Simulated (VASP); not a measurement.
# LiF (I4/mmm) in VASP: G0W0 quasiparticle levels with PBE

Aim: the G0W0 quasiparticle levels of LiF with PBE.

Everything below comes from runs of VASP 6.6.1. Logs are shortened: lines on timing, memory, paths and dates and some standing lists are left out, and cuts for length are marked.

## Step 1: The cell of the first run

Symmetry: I4/mmm, No. 139, tetragonal system. Conventional cell: a = 2.821 Å, b = 2.821 Å, c = 4.010 Å, α = 90.00°, β = 90.00°, γ = 90.00°. Li (site symmetry 4/mmm) has 6 F at 1.99 to 2.00 Å within 2.6 Å. Within 2.6 Å of F (site symmetry 4/mmm) lie 6 Li at 1.99 to 2.00 Å.

## Step 2: G0W0 quasiparticle levels, PBE

Input file POSCAR:

```
LiF
1.0
    0.0000000000      1.9948717404      1.9948717404
    2.0048460991      0.0000000000      1.9948717404
    2.0048460991      1.9948717404      0.0000000000
Li F
1 1
Direct
    0.0000000000      0.0000000000      0.0000000000
    0.5000000000      0.5000000000      0.5000000000
```

Input file INCAR.step1:

```
  ALGO = Normal
  EDIFF = 1E-8
  ENCUT = 500
  GGA = PE
  ISMEAR = 0
  LASPH = True
  LCHARG = False
  LREAL = False
  LWAVE = True
  NELM = 80
  PREC = Accurate
  SIGMA = 0.01
```

Input file INCAR.step2:

```
  ALGO = Exact
  EDIFF = 1E-8
  ENCUT = 500
  GGA = PE
  ISMEAR = 0
  ISTART = 1
  LASPH = True
  LCHARG = False
  LOPTICS = True
  LREAL = False
  LWAVE = True
  NBANDS = 70
  NELM = 1
  PREC = Accurate
  SIGMA = 0.01
```

Input file INCAR.step3:

```
  ALGO = EVGW0
  EDIFF = 1E-8
  ENCUT = 500
  ENCUTGW = 150.0
  GGA = PE
  ISMEAR = 0
  ISTART = 1
  LASPH = True
  LCHARG = False
  LREAL = False
  LWAVE = False
  NBANDS = 70
  NBANDSGW = 12
  NELMGW = 1
  NOMEGA = 96
  OMEGAMAX = 30
  PREC = Accurate
  PRECFOCK = Fast
  SIGMA = 0.01
```

Input file KPOINTS:

```
k-points
0
Gamma
  6 6 6
```

Potentials or basis: VASP PAW PBE potentials, release 64 (Li_GW, F_GW).

Launch:

```bash
$ cat potpaw_PBE.64/Li_GW/POTCAR potpaw_PBE.64/F_GW/POTCAR > POTCAR
$ cp INCAR.step1 INCAR
$ mpirun -np 1 vasp_std > vasp.out
$ cp INCAR.step2 INCAR
$ mpirun -np 1 vasp_std > vasp.out
$ cp INCAR.step3 INCAR
$ mpirun -np 1 vasp_std > vasp.out
```

OUTCAR:

```text
EDIFF = 1E-8
   ENCUT = 500
   ENCUTGW = 150.0
   GGA = PE
   ISMEAR = 0
   ISTART = 1
   LASPH = True
   LREAL = False
   NELMGW = 1
   PREC = Accurate
   PRECFOCK = Fast

 ion  position               nearest neighbor table
   1  0.000  0.000  0.000-   2 1.99   2 1.99   2 1.99   2 1.99   2 2.00   2 2.00
   2  0.500  0.500  0.500-   1 1.99   1 1.99   1 1.99   1 1.99   1 2.00   1 2.00

  LATTYP: Found a body centered tetragonal cell.
 ALAT       =     2.8211746705
 C/A-ratio  =     1.4212846302

  Lattice vectors:

 A1 = (   2.0048460991,   0.0000000000,   1.9948717404)
 A2 = (   2.0048460991,   0.0000000000,  -1.9948717404)
 A3 = (  -2.0048460991,   1.9948717404,   0.0000000000)

Analysis of symmetry for initial positions (statically):
=====================================================================
 Subroutine PRICEL returns:
 Original cell was already a primitive cell.

 Routine SETGRP: Setting up the symmetry group for a
 body centered tetragonal supercell.

 Subroutine GETGRP returns: Found 16 space group operations
 (whereof 16 operations were pure point group operations)
 out of a pool of 16 trial point group operations.

The static configuration has the point symmetry D_4h.

Analysis of symmetry for dynamics (positions and initial velocities):
=====================================================================
 Subroutine PRICEL returns:
 Original cell was already a primitive cell.

 Routine SETGRP: Setting up the symmetry group for a
 body centered tetragonal supercell.

 Subroutine GETGRP returns: Found 16 space group operations
 (whereof 16 operations were pure point group operations)
 out of a pool of 16 trial point group operations.

The dynamic configuration has the point symmetry D_4h.

 Subroutine INISYM returns: Found 16 space group operations
 (whereof 16 operations are pure point group operations),
 and found     1 'primitive' translations

----------------------------------------------------------------------------------------

                                     Primitive cell

  volume of cell :      15.9566

  direct lattice vectors                    reciprocal lattice vectors
     0.000000000  1.994871740  1.994871740    -0.249395702  0.250642680  0.250642680
     2.004846099  0.000000000  1.994871740     0.249395702 -0.250642680  0.250642680
     2.004846099  1.994871740  0.000000000     0.249395702  0.250642680 -0.250642680

  length of vectors
     2.821174670  2.828236401  2.828236401     0.433407109  0.433407109  0.433407109

  position of ions in fractional coordinates (direct lattice)
     0.000000000  0.000000000  0.000000000
     0.500000000  0.500000000  0.500000000

  ion indices of the primitive-cell ions
   primitive index   ion index
                 1           1
                 2           2

----------------------------------------------------------------------------------------

 KPOINTS: k-points

Automatic generation of k-mesh.
 Grid dimensions read from file:
 generate k-points for:    6    6    6

 Generating k-lattice:

  Cartesian coordinates                     Fractional coordinates (reciprocal lattice)
    -0.041565950  0.041773780  0.041773780     0.166666667  0.000000000  0.000000000
     0.041565950 -0.041773780  0.041773780     0.000000000  0.166666667  0.000000000
     0.041565950  0.041773780 -0.041773780     0.000000000  0.000000000  0.166666667

  Length of vectors
     0.072234518  0.072234518  0.072234518

  Shift w.r.t. Gamma in fractional coordinates (k-lattice)
     0.000000000  0.000000000  0.000000000

 Subroutine IBZKPT returns following result:
 ===========================================

 Found     30 irreducible k-points:

 Following reciprocal coordinates:
            Coordinates               Weight
  0.000000  0.000000  0.000000      1.000000
  0.166667 -0.000000 -0.000000      8.000000
  0.333333  0.000000  0.000000      8.000000
  0.500000  0.000000  0.000000      4.000000
  0.166667  0.166667  0.000000      4.000000
  0.333333  0.166667  0.000000     16.000000
[... 16 lines left out ...]
 -0.333333  0.500000  0.166667      4.000000
  0.333333 -0.333333  0.166667      8.000000
 [... further k-points ...]
   k-points           NKPTS =     30   k-points in BZ     NKDIM =    216   number of bands    NBANDS=     70
   number of dos      NEDOS =    301   number of ions     NIONS =      2
   total plane-waves  NPLWV =  13824
   dimension x,y,z NGX =    24 NGY =   24 NGZ =   24
   dimension x,y,z NGXF=    48 NGYF=   48 NGZF=   48
   ions per type =               1   1
   NGX,Y,Z   is equivalent  to a cutoff of  14.14, 14.11, 14.11 a.u.
   NGXF,Y,Z  is equivalent  to a cutoff of  28.29, 28.21, 28.21 a.u.
 SYSTEM =  unknown system
   PREC   = accura    normal or accurate (medium, high low for compatibility)
   ISTART =      1    job   : 0-new  1-cont  2-samecut
   ICHARG =      0    charge: 1-file 2-atom 10-const
   ISPIN  =      1    spin polarized calculation?
   LNONCOLLINEAR =      F non collinear calculations
   LSORBIT =      F    spin-orbit coupling
   LASPH  =      T    aspherical Exc in radial PAW
   ENCUT  =  500.0 eV  36.75 Ry    6.06 a.u.   5.14  5.16  5.16*2*pi/ulx,y,z
   NELM   =     60;   NELMIN=  2; NELMDL=  0     # of ELM steps
   EDIFF  = 0.1E-07   stopping-criterion for ELM
   LREAL  =      F    real-space projection
   EDIFFG = 0.1E-06   stopping-criterion for IOM
   NSW    =      0    number of steps for IOM
   IBRION =     -1    ionic relax: 0-MD 1-quasi-New 2-CG
   NFREE  =      0    steps in history (QN), initial steepest desc. (CG)
   ISIF   =      0    stress and relaxation
   ISYM   =      3    0-nonsym 1-usesym 2-fastsym
   POTIM  = 0.5000    time-step for ionic-motion
   TEBEG  =    0.0;   TEEND  =   0.0 temperature during run
   PSTRESS=    0.0 pullay stress
   NELECT =       8.0000    total number of electrons
   NUPDOWN=      -1.0000    fix difference up-down
   EMIN   =  10.00;   EMAX   =-10.00  energy-range for DOS
   EFERMI =   0.00;   METHOD = LEGACY
   ISMEAR =     0;   SIGMA  =   0.01  broadening in eV -4-tet -1-fermi 0-gaus
   EFERMI_NEDOS =   21; number of points for ismear=-14 and -15
   IALGO  =     38    algorithm
   IMIX   =      4    mixing-type and parameters
     AMIX     =   0.40;   BMIX     =  1.00
     AMIX_MAG =   1.60;   BMIX_MAG =  1.00
  volume/ion in A,a.u.               =       7.98        53.84
  Fermi-wavevector in a.u.,A,eV,Ry     =   1.300542  2.457669 23.013035  1.691410
  Thomas-Fermi vector in A             =   2.431734
   LORBIT       =      0    0 simple, 1 ext, 2 COOP (PROOUT), +10 PAW based schemes
   GGA     = PE    functional components
   LHFCALC =     T    Hartree Fock is set to
   PRECFOCK=fast      Normal, Fast or Accurate (Low or Medium for compatibility)
   ENCUT4O =  -1.0   cutoff for four orbital integrals eV
   NKREDX  =     1    reduce k-point grid by
   NKREDY  =     1    reduce k-point grid by
   NKREDZ  =     1    reduce k-point grid by
   AEXX    =    1.0000 exact exchange contribution
   HFSCREEN=    0.0000 screening length (either q_TF or 0.3 A-1)
   HFSCREENC=   0.0000 screening length for correlation (either q_TF or 0.3 A-1)
   ENCUTFOCK=  -1.0 apply spherical cutoff to Coloumb kernel
   IVDW    =     0    specifies the selected vdW correction
   LEPSILON=     F    determine dielectric tensor
   LRPA    =     F    only Hartree local field effects (RPA)
   LRPAFORCE           =     F    calculate RPA forces
   ENCUTGW             = 150.0    cutoff for response function in eV
   ENCUTGWSOFT         = 120.0    soft cutoff for Coulomb kernel in GW response function in eV
   ENCUTLF             =  -1.0    cutoff for local field effects
   NELMGW              =     1    number of iterations in solving QP/BSE equation
   NELMHF              =     1    number of iterations in the inner HF iteration
   NKREDLFX            =     1    NKREDLFY  =   1   NKREDLFZ  =   1
 non-spin polarized calculation
 Gauss-broadening in eV      SIGMA  =   0.01
  energy-cutoff  :      500.00
  volume of cell :       15.96
 maximum number of plane-waves:       419
 NGX is ok and might be reduce to    24
  NGX = 12; NGY = 12; NGZ = 12
   NGX = 11   NGY = 11   NGZ = 11
 maximum number of plane-waves:        72

 QP shifts <psi_nk| G(iteration)W_0 |psi_nk>: iteration 1
 for sc-GW calculations column KS-energies equals QP-energies in previous step
 and V_xc(KS)=  KS-energies - (<T + V_ion + V_H > + <T+V_H+V_ion>^1  + <V_x>^1)

 k-point   1 :       0.0000    0.0000    0.0000
  band No.  KS-energies  QP-energies   sigma(KS)   V_xc(KS)     V^pw_x(r,r')   Z            occupation Imag(sigma)

      1     -23.2060     -27.4000     -27.7156     -22.2979     -36.5065       0.7741       2.0000       1.0349
      2      -3.1172      -5.7466     -26.1329     -22.9187     -30.6999       0.8181       2.0000       0.0633
      3      -3.1172      -5.7466     -26.1329     -22.9187     -30.6999       0.8181       2.0000       0.0633
      4      -3.1051      -5.7316     -26.1374     -22.9277     -30.7029       0.8183       2.0000       0.0632
      5       6.1512       7.8456      -8.5677     -10.4806      -5.4989       0.8858       0.0000      -0.0484
      6      21.0653      23.6104      -5.4659      -8.4272      -1.5417       0.8594       0.0000      -0.1237
      7      21.1830      23.7467      -5.5275      -8.5127      -1.5969       0.8588       0.0000      -0.1239
      8      21.1830      23.7467      -5.5275      -8.5127      -1.5969       0.8588       0.0000      -0.1239
      9      21.4214      23.1603      -6.4744      -8.4777      -2.6609       0.8680       0.0000      -0.1387
     10      21.4647      23.1969      -6.4591      -8.4542      -2.6423       0.8682       0.0000      -0.1410
     11      21.4647      23.1969      -6.4591      -8.4542      -2.6423       0.8682       0.0000      -0.1410
     12      24.6403      25.5709      -5.5888      -6.6886      -1.0900       0.8461       0.0000      -0.5179

 k-point   2 :       0.1667   -0.0000   -0.0000
  band No.  KS-energies  QP-energies   sigma(KS)   V_xc(KS)     V^pw_x(r,r')   Z            occupation Imag(sigma)
[... 353 lines left out ...]
      1     -22.5146     -26.5088     -28.5880     -23.1960     -37.3056       0.7408       2.0000       0.8856
      2      -5.4189      -8.4917     -23.2357     -19.4403     -27.6301       0.8096       2.0000       0.0786
      3      -4.8553      -7.8013     -23.7821     -20.1524     -28.1784       0.8117       2.0000       0.0734
      4      -3.7693      -6.5455     -25.3929     -21.9846     -29.9295       0.8145       2.0000       0.0661
      5      10.6073      12.7502      -8.8016     -11.2528      -5.6421       0.8742       0.0000      -0.0565
      6      12.4842      14.8497      -9.7601     -12.4994      -6.5206       0.8635       0.0000      -0.0632
      7      15.6350      18.0001      -6.7938      -9.5082      -3.2286       0.8713       0.0000      -0.0685
      8      16.3717      18.6253      -7.4224     -10.0289      -3.8350       0.8646       0.0000      -0.0702
      9      24.4072      26.2475      -6.4145      -8.5745      -2.2341       0.8520       0.0000      -0.3109
     10      25.2102      27.0879      -6.2595      -8.4774      -2.0191       0.8467       0.0000      -0.3067
     11      32.8471      36.0336      -7.9832     -11.3303      -3.5829       0.9520       0.0000      -0.9449
     12      33.8425      36.4291      -7.3969     -10.3004      -2.7995       0.8909       0.0000      -0.9899

 [... further k-points ...]
```

Wall time 7 min (1 thread of Intel Xeon 8259CL, shared host); peak memory 0.34 GiB.

What came out:

```yaml
Quasiparticle_gap: 13.58 eV
Least_direct_quasiparticle_gap: 13.58 eV
Band_gap_of_the_starting_levels_on_the_mesh: 9.26 eV
Least_direct_gap_of_the_starting_levels_on_the_mesh: 9.26 eV
```

Caveat: the k points lie up to 0.45 Å⁻¹ apart; bands, screening cutoff and mesh are small and nothing is extrapolated, so the quasiparticle values aren't converged.
